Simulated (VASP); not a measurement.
# Li (Fd-3m) in VASP: a series of runs

Runs on Li. Level: LDA. Tasks: single point.

Program: VASP 6.6.1. These are calculated values, not measurements. Logs are shortened: lines on timing, memory, paths and dates and some standing lists are left out, and cuts for length are marked.

**1. The cell of the first run**

It takes space group Fd-3m (No. 227, cubic). Conventional cell: a = 5.928 Å, b = 5.928 Å, c = 5.928 Å, α = 90.00°, β = 90.00°, γ = 90.00°. Within 3.4 Å of Li (site symmetry -43m) lie 4 Li at 2.57 Å.

**2. Single point, LDA (volume scaled by 1.12)**

File INCAR:

```
SYSTEM = Li
PREC     = Accurate       ! precision mode
ENCUT    = 520            ! plane-wave cutoff, eV
EDIFF    = 1E-6           ! SCF threshold, eV
ISMEAR   = -1             ! smearing method
SIGMA    = 0.1            ! smearing width, eV
LREAL    = .FALSE.        ! projectors in reciprocal space
LASPH    = .TRUE.         ! aspherical terms in the spheres
NELM     = 100            ! most SCF steps
ALGO     = Normal         ! electronic algorithm
ISIF     = 2              ! what is computed and relaxed
LWAVE    = .FALSE.        ! write WAVECAR
LCHARG   = .TRUE.         ! write CHGCAR
LELF     = .TRUE.         ! ELF
LVHAR    = .TRUE.       
NBANDS   = 10             ! bands
```

File KPOINTS:

```
regular mesh
0
G
  11 11 11
  0 0 0
```

File POSCAR:

```
Li
1.0
    0.0000000000      2.9640116616      2.9640116616
    2.9640116616      0.0000000000      2.9640116616
    2.9640116616      2.9640116616      0.0000000000
Li
2
Direct
    0.1250000000      0.1250000000      0.1250000000
    0.8750000000      0.8750000000      0.8750000000
```

Potentials or basis: VASP PAW LDA potentials, release 64 (Li_sv).

Command:

```console
cat potpaw_LDA.64/Li_sv/POTCAR > POTCAR
mpirun -np 1 vasp_std > vasp.out
```

OUTCAR:

```text
SYSTEM = Li
   PREC = Accurate
   ENCUT = 520
   EDIFF = 1E-6
   ISMEAR = -1
   LREAL = .FALSE.
   LASPH = .TRUE.
   NELM = 100
   ISIF = 2

 ion  position               nearest neighbor table
   1  0.125  0.125  0.125-   2 2.57   2 2.57   2 2.57   2 2.57
   2  0.875  0.875  0.875-   1 2.57   1 2.57   1 2.57   1 2.57

  LATTYP: Found a face centered cubic cell.
 ALAT       =     5.9280233232

  Lattice vectors:

 A1 = (   0.0000000000,   2.9640116616,   2.9640116616)
 A2 = (   2.9640116616,   0.0000000000,   2.9640116616)
 A3 = (   2.9640116616,   2.9640116616,   0.0000000000)

Analysis of symmetry for initial positions (statically):
=====================================================================
 Subroutine PRICEL returns:
 Original cell was already a primitive cell.

 Routine SETGRP: Setting up the symmetry group for a
 face centered cubic supercell.

 Subroutine GETGRP returns: Found 48 space group operations
 (whereof 12 operations were pure point group operations)
 out of a pool of 48 trial point group operations.

The static configuration has the point symmetry D_3d.
 The point group associated with its full space group is O_h .

Analysis of symmetry for dynamics (positions and initial velocities):
=====================================================================
 Subroutine PRICEL returns:
 Original cell was already a primitive cell.

 Routine SETGRP: Setting up the symmetry group for a
 face centered cubic supercell.

 Subroutine GETGRP returns: Found 48 space group operations
 (whereof 12 operations were pure point group operations)
 out of a pool of 48 trial point group operations.

The dynamic configuration has the point symmetry D_3d.
 The point group associated with its full space group is O_h .

 Subroutine INISYM returns: Found 48 space group operations
 (whereof 12 operations are pure point group operations),
 and found     1 'primitive' translations

----------------------------------------------------------------------------------------

                                     Primitive cell

  volume of cell :      52.0798

  direct lattice vectors                    reciprocal lattice vectors
     0.000000000  2.964011662  2.964011662    -0.168690294  0.168690294  0.168690294
     2.964011662  0.000000000  2.964011662     0.168690294 -0.168690294  0.168690294
     2.964011662  2.964011662  0.000000000     0.168690294  0.168690294 -0.168690294

  length of vectors
     4.191745491  4.191745491  4.191745491     0.292180161  0.292180161  0.292180161

  position of ions in fractional coordinates (direct lattice)
     0.125000000  0.125000000  0.125000000
     0.875000000  0.875000000  0.875000000
[... 86 lines left out ...]
   TEBEG  =    0.0;   TEEND  =   0.0 temperature during run
   PSTRESS=    0.0 pullay stress
   NELECT =       6.0000    total number of electrons
   NUPDOWN=      -1.0000    fix difference up-down
   EMIN   =  10.00;   EMAX   =-10.00  energy-range for DOS
   EFERMI =   0.00;   METHOD = LEGACY
   ISMEAR =    -1;   SIGMA  =   0.10  broadening in eV -4-tet -1-fermi 0-gaus
   EFERMI_NEDOS =   21; number of points for ismear=-14 and -15
   IALGO  =     38    algorithm
   IMIX   =      4    mixing-type and parameters
     AMIX     =   0.40;   BMIX     =  1.00
     AMIX_MAG =   1.60;   BMIX_MAG =  1.00
  volume/ion in A,a.u.               =      26.04       175.73
  Fermi-wavevector in a.u.,A,eV,Ry     =   0.796591  1.505339  8.633673  0.634557
  Thomas-Fermi vector in A             =   1.903144
   LORBIT       =      0    0 simple, 1 ext, 2 COOP (PROOUT), +10 PAW based schemes
   GGA     = CA    functional components
   LHFCALC =     F    Hartree Fock is set to
   AEXX    =    0.0000 exact exchange contribution
   IVDW    =     0    specifies the selected vdW correction
   LEPSILON=     F    determine dielectric tensor
   LRPA    =     F    only Hartree local field effects (RPA)
 non-spin polarized calculation
  energy-cutoff  :      520.00
  volume of cell :       52.08
 maximum number of plane-waves:      1419
   NGX = 15   NGY = 15   NGZ = 15

 number of electron       6.0000020 magnetization

 Free energy of the ion-electron system (eV)
  ---------------------------------------------------
  ext. energy  EPLUGINS =         0.00000000
  ---------------------------------------------------
  free energy    TOTEN  =        -3.04337952 eV

  energy without entropy =       -3.01537438  energy(sigma->0) =       -3.02937695

 E-fermi :   0.1041     XC(G=0):  -6.5180

 val. band max:        0.1034824269   @ k =  -0.3636   0.3636   0.0000
 cond. band min:       0.1770508046   @ k =  -0.4545   0.1818   0.0909
 fundamental gap:      0.0735683777
 Fermi energy:         0.1041280975

 k-point     1 :       0.0000    0.0000    0.0000
  band No.  band energies     occupation
      1     -46.7581      2.00000
      2     -46.6782      2.00000
      3      -3.1619      2.00000
      4       5.4888      0.00000
      5       5.4888      0.00000
      6       5.4888      0.00000
      7       6.6656      0.00000
      8       6.6656      0.00000
      9       6.6656      0.00000
     10      11.4196      0.00000
[... 287 lines left out ...]
 k-point    24 :      -0.1818    0.1818    0.0000
  band No.  band energies     occupation
      1     -46.7462      2.00000
      2     -46.6897      2.00000
      3      -2.2954      2.00000
      4       2.6747      0.00000
      5       2.7163      0.00000
      6       4.7109      0.00000
      7       7.6185      0.00000
      8       7.7329      0.00000
      9       9.0703      0.00000
     10       9.4248      0.00000

 [... further k-points ...]

------------------------ aborting loop because EDIFF is reached ----------------------------------------

  FORCE on cell =-STRESS in cart. coord.  units (eV):
  Direction    XX          YY          ZZ          XY          YZ          ZX
  --------------------------------------------------------------------------------------
  -------------------------------------------------------------------------------------
  Total       -0.2138019     -0.2138019     -0.2138019     -0.0000000      0.0000000      0.0000000
  in kB       -6.5773708     -6.5773708     -6.5773708     -0.0000000      0.0000000      0.0000000
  external PRESSURE =      -6.5773708 kB  Pullay stress =       0.0000000 kB

 VOLUME and BASIS-vectors are now :
 -----------------------------------------------------------------------------
  energy-cutoff  :      520.00
  volume of cell :       52.08
      direct lattice vectors                 reciprocal lattice vectors
     0.000000000  2.964011662  2.964011662    -0.168690294  0.168690294  0.168690294
     2.964011662  0.000000000  2.964011662     0.168690294 -0.168690294  0.168690294
     2.964011662  2.964011662  0.000000000     0.168690294  0.168690294 -0.168690294

 POSITION                                       TOTAL-FORCE (eV/Angst)
 -----------------------------------------------------------------------------------
      0.74100      0.74100      0.74100         0.000000      0.000000      0.000000
      5.18702      5.18702      5.18702        -0.000000     -0.000000     -0.000000
 -----------------------------------------------------------------------------------
    total drift:                                0.000000      0.000000      0.000000

  FREE ENERGIE OF THE ION-ELECTRON SYSTEM (eV)
  ---------------------------------------------------
  free  energy   TOTEN  =        -3.0433795227 eV

  energy  without entropy=       -3.0153743797  energy(sigma->0) =       -3.02937695
```

OSZICAR:

```text
N       E                     dE             d eps       ncg     rms          rms(c)
DAV:   1     0.172582467015E+02    0.17258E+02   -0.29967E+03  1120   0.539E+02
DAV:   2     0.571165724864E+00   -0.16687E+02   -0.16454E+02  1348   0.106E+02
DAV:   3    -0.297346632777E+01   -0.35446E+01   -0.35113E+01  1992   0.328E+01
DAV:   4    -0.304726055848E+01   -0.73794E-01   -0.73709E-01  1442   0.634E+00
DAV:   5    -0.304827944129E+01   -0.10189E-02   -0.10187E-02  1602   0.730E-01    0.311E-01
DAV:   6    -0.304512649955E+01    0.31529E-02   -0.13187E-03  2088   0.150E-01    0.167E-01
DAV:   7    -0.304337929960E+01    0.17472E-02   -0.28300E-03  2196   0.193E-01    0.588E-02
DAV:   8    -0.304337810647E+01    0.11931E-05   -0.65642E-05  1312   0.759E-02    0.338E-03
DAV:   9    -0.304337934732E+01   -0.12409E-05   -0.54572E-06  1760   0.196E-02    0.145E-03
DAV:  10    -0.304337952269E+01   -0.17536E-06   -0.14143E-07   818   0.318E-03
   1 F= -.30433795E+01 E0= -.30293770E+01  d E =-.280051E-01
```

Wall time 15 s (1 thread of Intel Xeon Platinum 8488C (Sapphire Rapids), shared host); peak memory 0.15 GiB.

Results:

```
Free energy            : -3.0434 eV
Band gap on the k mesh : zero (band 3 reaches 0.38 eV, above the bottom of band 4 at -0.13 eV)
```

Caveat: the cell differs from its parent crystal (volume scaled by 1.12); the cutoff is under 1.25 times the usual one of these potentials, so pressure, stress and relaxed cells hold a basis-set (Pulay) error.

**3. Single point, LDA**

This run uses another cell than the first one, of 23.25 Å³/atom, 0.893 times its volume.

File INCAR:

```
ALGO = Normal
EDIFF = 1E-6
ENCUT = 520
ISIF = 2
ISMEAR = -1
LASPH = True
LCHARG = False
LREAL = False
LWAVE = False
NBANDS = 10
NELM = 80
PREC = Accurate
SIGMA = 0.1
```

File KPOINTS:

```
k-points
0
Gamma
  16 16 16
```

File POSCAR:

```
Li
1.0
    0.0000000000      2.8541309854      2.8541309854
    2.8541309854      0.0000000000      2.8541309854
    2.8541309854      2.8541309854      0.0000000000
Li
2
Direct
    0.1250000000      0.1250000000      0.1250000000
    0.8750000000      0.8750000000      0.8750000000
```

Potentials or basis: VASP PAW LDA potentials, release 64 (Li_sv).

Command:

```console
cat potpaw_LDA.64/Li_sv/POTCAR > POTCAR
mpirun -np 1 vasp_std > vasp.out
```

Run time: 39 s. Hardware: 1 thread of Intel Xeon Platinum 8488C (Sapphire Rapids), shared host; peak memory 0.17 GiB.

It converged, with:

| Item | Value |
| --- | --- |
| Free energy | -3.0537 eV |
| Band gap on the k mesh | zero (band 3 reaches 0.99 eV, above the bottom of band 4 at 0.22 eV) |

Levels at points of the mesh, in eV from the Fermi level:
```csv
k point,band 1,band 2,band 3,band 4,band 5,band 6,band 7
"(0.00, 0.00, 0.00)",-46.88,-46.76,-3.48,5.76,5.76,5.76,6.98
"(0.50, 0.00, 0.00)",-46.85,-46.79,-1.38,-0.24,4.31,4.31,7.37
"(0.50, 0.50, 0.00)",-46.82,-46.82,0.08,0.08,2.22,2.22,6.08
```

Caveat: the cutoff is under 1.25 times the usual one of these potentials, so pressure, stress and relaxed cells hold a basis-set (Pulay) error.
